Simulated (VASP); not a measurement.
Al: single point with PBE

The system is Al, a slab with vacuum.

```
Al
1.0
     2.85715    0.00000    0.00000
    -1.42858    2.47437    0.00000
     0.00000    0.00000   21.60164
Al
3
Cartesian
  1.4286 0.8248 4.0000
  0.0000 1.6496 6.3009
  0.0000 0.0000 8.6016
```

```
Program             : VASP 6.6.1
Task                : single point
Functional          : PBE
Potentials or basis : VASP PAW PBE potentials, release 64 (Al)
Cutoff              : 400 eV
k mesh              : 9 × 9 × 1
Occupations         : gaussian, width 0.1 eV
Spin                : no spin polarisation
```

```json
{
 "Largest force": "0.173 eV/Å"
}
```

Forces in eV/Å, atoms in the order of the input:
```
Al   0.000  0.000 -0.173
Al   0.000  0.000  0.000
Al   0.000  0.000  0.173
```

Levels at points of the mesh, in eV from the Fermi level:
```tsv
k point	band 1	band 2	band 3	band 4	band 5	band 6	band 7	band 8
(0.00, 0.00, 0.00)	-10.66	-8.91	-6.19	-3.09	0.48	2.95	3.73	4.76
```

Wall time 26 s on 1 thread of Intel Xeon 6975P-C (shared host), peak memory 0.21 GiB.
